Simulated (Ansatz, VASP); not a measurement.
# Two plane-wave programs on Mg

```
Mg
1.0
     3.23055    0.00000    0.00000
    -1.61528    2.79774    0.00000
     0.00000    0.00000    5.24481
Mg
2
Cartesian
  1.6153 0.9326 3.9336
  0.0000 1.8652 1.3112
```

Alike in both runs: task single point; functional b88 exchange, pbe correlation; k mesh 10 × 10 × 5; occupations fermi-dirac, width 0.05 eV; no spin polarisation.

|  | VASP | Ansatz |
| --- | --- | --- |
| version | VASP 6.6.1 | Ansatz 0.2.0 |
| potentials or method | VASP PAW PBE potentials, release 64 (Mg) | Ansatz PAW |
| plane-wave cutoff (eV) | 600 | 420 |
| valence electrons in the cell | 4 | 20 |

Ansatz gave:

```
gap on the k mesh at the Fermi level (eV)                     : none
pressure (GPa)                                                : -0.6
traceless stress, the component that is largest in VASP (GPa) : 0.79
```

Q: Estimate VASP's values.

A: gap on the k mesh at the Fermi level (eV): none; pressure (GPa): -0.8; traceless stress, the component that is largest in VASP (GPa): 0.79.

VASP's potentials were made for PBE, not for b88 exchange, pbe correlation. A gap of «none» marks a metal or a gap that the smearing closes. VASP's potentials hold 4 valence electrons a cell and Ansatz's 20, so a difference there can come from the potentials and not from the codes.
